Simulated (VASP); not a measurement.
# Mg (P6_3/mmc) in VASP: a series of runs, part 2 of 2

VASP 6.6.1. Earlier steps stand in the parts before.

## 4. Single point, RPBE+D4

INCAR reads:

```
ALGO = Normal ; EDIFF = 1E-6
ENCUT = 520 ; GGA = RP
ISIF = 2 ; ISMEAR = -1
IVDW = 13 ; LASPH = True
LCHARG = False ; LREAL = False
LWAVE = False ; NBANDS = 9
NELM = 100 ; PREC = Accurate
SIGMA = 0.05
```

KPOINTS reads:

```
k-points
0
Gamma
  10 10 5
```

POSCAR reads:

```
Mg
1.0
    3.1437856987      0.0000000000      0.0000000000
   -1.5718928494      2.7225982792      0.0000000000
    0.0000000000      0.0000000000      5.1039375022
Mg
2
Direct
    0.6666666667      0.3333333333      0.7500000000
    0.3333333333      0.6666666667      0.2500000000
```

Potentials or basis: VASP PAW PBE potentials, release 64 (Mg).

Started as:

```console
cat potpaw_PBE.64/Mg/POTCAR > POTCAR
mpirun -np 1 vasp_std > vasp.out
```

OUTCAR:

```text
EDIFF = 1E-6
   ENCUT = 520
   GGA = RP
   ISIF = 2
   ISMEAR = -1
   IVDW = 13
   LASPH = True
   LREAL = False
   NELM = 100
   PREC = Accurate

 ion  position               nearest neighbor table
   1  0.667  0.333  0.750-   2 3.13   2 3.13   2 3.13   2 3.13   2 3.13   2 3.13
   2  0.333  0.667  0.250-   1 3.13   1 3.13   1 3.13   1 3.13   1 3.13   1 3.13

  LATTYP: Found a hexagonal cell.
 ALAT       =     3.1437856987
 C/A-ratio  =     1.6235004518

  Lattice vectors:

 A1 = (   3.1437856987,   0.0000000000,   0.0000000000)
 A2 = (  -1.5718928494,   2.7225982792,   0.0000000000)
 A3 = (   0.0000000000,   0.0000000000,   5.1039375022)

Analysis of symmetry for initial positions (statically):
=====================================================================
 Subroutine PRICEL returns:
 Original cell was already a primitive cell.

 Routine SETGRP: Setting up the symmetry group for a
 hexagonal supercell.

 Subroutine GETGRP returns: Found 24 space group operations
 (whereof 12 operations were pure point group operations)
 out of a pool of 24 trial point group operations.

The static configuration has the point symmetry D_3d.
 The point group associated with its full space group is D_6h.

Analysis of symmetry for dynamics (positions and initial velocities):
=====================================================================
 Subroutine PRICEL returns:
 Original cell was already a primitive cell.

 Routine SETGRP: Setting up the symmetry group for a
 hexagonal supercell.

 Subroutine GETGRP returns: Found 24 space group operations
 (whereof 12 operations were pure point group operations)
 out of a pool of 24 trial point group operations.

The dynamic configuration has the point symmetry D_3d.
 The point group associated with its full space group is D_6h.

 Subroutine INISYM returns: Found 24 space group operations
 (whereof 12 operations are pure point group operations),
 and found     1 'primitive' translations

----------------------------------------------------------------------------------------

                                     Primitive cell

  volume of cell :      43.6860

  direct lattice vectors                    reciprocal lattice vectors
     3.143785699  0.000000000  0.000000000     0.318087839  0.183648100  0.000000000
    -1.571892849  2.722598279  0.000000000     0.000000000  0.367296199  0.000000000
     0.000000000  0.000000000  5.103937502     0.000000000  0.000000000  0.195927164

  length of vectors
     3.143785699  3.143785699  5.103937502     0.367296199  0.367296199  0.195927164

  position of ions in fractional coordinates (direct lattice)
     0.666666667  0.333333333  0.750000000
     0.333333333  0.666666667  0.250000000

  ion indices of the primitive-cell ions
   primitive index   ion index
                 1           1
                 2           2

----------------------------------------------------------------------------------------

 KPOINTS: k-points

Automatic generation of k-mesh.
 Grid dimensions read from file:
 generate k-points for:   10   10    5

 Generating k-lattice:

  Cartesian coordinates                     Fractional coordinates (reciprocal lattice)
     0.031808784  0.018364810  0.000000000     0.100000000  0.000000000  0.000000000
     0.000000000  0.036729620  0.000000000     0.000000000  0.100000000  0.000000000
     0.000000000  0.000000000  0.039185433     0.000000000  0.000000000  0.200000000

  Length of vectors
     0.036729620  0.036729620  0.039185433

  Shift w.r.t. Gamma in fractional coordinates (k-lattice)
     0.000000000  0.000000000  0.000000000

 Subroutine IBZKPT returns following result:
 ===========================================

 Found     42 irreducible k-points:

 Following reciprocal coordinates:
            Coordinates               Weight
  0.000000  0.000000  0.000000      1.000000
  0.100000 -0.000000  0.000000      6.000000
  0.200000 -0.000000  0.000000      6.000000
  0.300000  0.000000  0.000000      6.000000
  0.400000  0.000000  0.000000      6.000000
  0.500000  0.000000  0.000000      3.000000
[... 16 lines left out ...]
  0.300000  0.100000  0.200000     24.000000
  0.400000  0.100000  0.200000     24.000000
 [... further k-points ...]
   k-points           NKPTS =     42   k-points in BZ     NKDIM =     42   number of bands    NBANDS=      9
   number of dos      NEDOS =    301   number of ions     NIONS =      2
   total plane-waves  NPLWV =  23040
   dimension x,y,z NGX =    24 NGY =   24 NGZ =   40
   dimension x,y,z NGXF=    48 NGYF=   48 NGZF=   80
   ions per type =               2
   NGX,Y,Z   is equivalent  to a cutoff of  12.69, 12.69, 13.03 a.u.
   NGXF,Y,Z  is equivalent  to a cutoff of  25.38, 25.38, 26.06 a.u.
 SYSTEM =  unknown system
   PREC   = accura    normal or accurate (medium, high low for compatibility)
   ISTART =      0    job   : 0-new  1-cont  2-samecut
   ICHARG =      2    charge: 1-file 2-atom 10-const
   ISPIN  =      1    spin polarized calculation?
   LNONCOLLINEAR =      F non collinear calculations
   LSORBIT =      F    spin-orbit coupling
   LASPH  =      T    aspherical Exc in radial PAW
   ENCUT  =  520.0 eV  38.22 Ry    6.18 a.u.   5.85  5.85  9.49*2*pi/ulx,y,z
   NELM   =    100;   NELMIN=  2; NELMDL= -5     # of ELM steps
   EDIFF  = 0.1E-05   stopping-criterion for ELM
   LREAL  =      F    real-space projection
   EDIFFG = 0.1E-04   stopping-criterion for IOM
   NSW    =      0    number of steps for IOM
   IBRION =     -1    ionic relax: 0-MD 1-quasi-New 2-CG
   NFREE  =      0    steps in history (QN), initial steepest desc. (CG)
   ISIF   =      2    stress and relaxation
   ISYM   =      2    0-nonsym 1-usesym 2-fastsym
   POTIM  = 0.5000    time-step for ionic-motion
   TEBEG  =    0.0;   TEEND  =   0.0 temperature during run
   PSTRESS=    0.0 pullay stress
   NELECT =       4.0000    total number of electrons
   NUPDOWN=      -1.0000    fix difference up-down
   EMIN   =  10.00;   EMAX   =-10.00  energy-range for DOS
   EFERMI =   0.00;   METHOD = LEGACY
   ISMEAR =    -1;   SIGMA  =   0.05  broadening in eV -4-tet -1-fermi 0-gaus
   EFERMI_NEDOS =   21; number of points for ismear=-14 and -15
   IALGO  =     38    algorithm
   IMIX   =      4    mixing-type and parameters
     AMIX     =   0.40;   BMIX     =  1.00
     AMIX_MAG =   1.60;   BMIX_MAG =  1.00
  volume/ion in A,a.u.               =      21.84       147.40
  Fermi-wavevector in a.u.,A,eV,Ry     =   0.737872  1.394375  7.407756  0.544455
  Thomas-Fermi vector in A             =   1.831658
   LORBIT       =      0    0 simple, 1 ext, 2 COOP (PROOUT), +10 PAW based schemes
   GGA     = RP    functional components
   LHFCALC =     F    Hartree Fock is set to
   AEXX    =    0.0000 exact exchange contribution
   IVDW    =    13    specifies the selected vdW correction
   LEPSILON=     F    determine dielectric tensor
   LRPA    =     F    only Hartree local field effects (RPA)
 non-spin polarized calculation
  energy-cutoff  :      520.00
  volume of cell :       43.69
 maximum number of plane-waves:      1189
 NGX is ok and might be reduce to    24
   NGX = 11   NGY = 11   NGZ = 19

 number of electron       4.0000000 magnetization

 Free energy of the ion-electron system (eV)
  ---------------------------------------------------
  ext. energy  EPLUGINS =         0.00000000
  ---------------------------------------------------
  free energy    TOTEN  =        -2.64465484 eV

  energy without entropy =       -2.63413657  energy(sigma->0) =       -2.63939570

 E-fermi :   3.0386     XC(G=0):  -8.5445

 val. band max:        3.0341608109   @ k =   0.3000   0.3000   0.0000
 cond. band min:       3.0653164774   @ k =   0.3000   0.3000   0.0000
 fundamental gap:      0.0311556664
 Fermi energy:         3.0386225026

 k-point     1 :       0.0000    0.0000    0.0000
  band No.  band energies     occupation
      1      -4.1417      2.00000
      2       1.2167      2.00000
      3       1.7955      2.00000
      4      14.2531      0.00000
      5      14.2531      0.00000
      6      14.5082      0.00000
      7      14.5082      0.00000
      8      15.1279      0.00000
      9      16.9278      0.00000
[... 265 lines left out ...]
 k-point    24 :       0.4000    0.1000    0.2000
  band No.  band energies     occupation
      1       0.2510      2.00000
      2       2.1049      2.00000
      3       3.6424      0.00001
      4       5.4203      0.00000
      5       7.3960      0.00000
      6       8.5232      0.00000
      7      10.1500      0.00000
      8      11.3566      0.00000
      9      14.0313      0.00000

 [... further k-points ...]

------------------------ aborting loop because EDIFF is reached ----------------------------------------

  DFT-D4 for vdW energy calculation

  Edisp (eV):   -0.31181

  FORCE on cell =-STRESS in cart. coord.  units (eV):
  Direction    XX          YY          ZZ          XY          YZ          ZX
  --------------------------------------------------------------------------------------
  -------------------------------------------------------------------------------------
  Total       0.47328     0.47328     0.74144    -0.00000     0.00000     0.00000
  in kB      17.35754    17.35754    27.19225    -0.00000     0.00000     0.00000
  external pressure =       20.64 kB  Pullay stress =        0.00 kB

 VOLUME and BASIS-vectors are now :
 -----------------------------------------------------------------------------
  energy-cutoff  :      520.00
  volume of cell :       43.69
      direct lattice vectors                 reciprocal lattice vectors
     3.143785699  0.000000000  0.000000000     0.318087839  0.183648100  0.000000000
    -1.571892849  2.722598279  0.000000000     0.000000000  0.367296199  0.000000000
     0.000000000  0.000000000  5.103937502     0.000000000  0.000000000  0.195927164

 POSITION                                       TOTAL-FORCE (eV/Angst)
 -----------------------------------------------------------------------------------
      1.57189      0.90753      3.82795         0.000000      0.000000      0.000000
     -0.00000      1.81507      1.27598        -0.000000     -0.000000      0.000000
 -----------------------------------------------------------------------------------
    total drift:                                0.000000     -0.000000      0.000000

  FREE ENERGIE OF THE ION-ELECTRON SYSTEM (eV)
  ---------------------------------------------------
  free  energy   TOTEN  =        -2.9564628660 eV

  energy  without entropy=       -2.9459445927  energy(sigma->0) =       -2.95120373
```

stdout:

```text
POSCAR found type information on POSCAR Mg
 POSCAR found :  1 types and       2 ions
 scaLAPACK will be used
 -----------------------------------------------------------------------------
|                                                                             |
|                                                                             |
|     You enforced a specific xc type in the INCAR file but a different       |
|     I HOPE YOU KNOW WHAT YOU ARE DOING!                                     |
|                                                                             |
 -----------------------------------------------------------------------------

 LDA part: xc-table for (Slater+PW92), standard interpolation
 POSCAR, INCAR and KPOINTS ok, starting setup
 FFT: planning ... GRIDC
 FFT: planning ... GRID_SOFT
 FFT: planning ... GRID
 WAVECAR not read
 entering main loop
```

Wall time 7 s (1 thread of Intel Xeon 6975P-C, shared host); peak memory 0.16 GiB.

Results:

```
Free energy                : -2.9565 eV
Pressure                   : 2.1 GPa
Band gap on the k mesh     : zero (band 2 reaches 3.63 eV, above the bottom of band 3 at 1.80 eV)
Dispersion energy per atom : -0.156 eV
```

Stress tensor (GPa, compression positive):
```
1.74 0.00 0.00
0.00 1.74 0.00
0.00 0.00 2.72
```

Caveat: the PAW data sets were made with another functional, which shifts forces and pressure a little; pairwise dispersion overbinds metals, which lowers pressure and volume.

## 5. Summary

| level | gap on the mesh (eV) | pressure (GPa) |
| --- | --- | --- |
| PBE+D4 | none | 1.3 |
| PBEsol+D4 | none | 0.9 |
| RPBE+D4 | none | 2.1 |

Alike in all rows: task single point; potentials or basis VASP PAW PBE potentials, release 64 (Mg); no spin polarisation; cell as given; k mesh 10 × 10 × 5; cutoff (eV) 520; smearing fermi-dirac 0.05 eV.

Every run on the cell as given and a fine mesh finds a metal. The pressure there spans 0.9 GPa (PBEsol+D4) to 2.1 GPa (RPBE+D4); a positive pressure means that this level wants a larger cell, a negative one a smaller.

Caveats: pairwise dispersion overbinds metals, which lowers pressure and volume; the PAW data sets were made with another functional, which shifts forces and pressure a little (some runs).

Absolute energies hang on the potentials; compare differences alone.
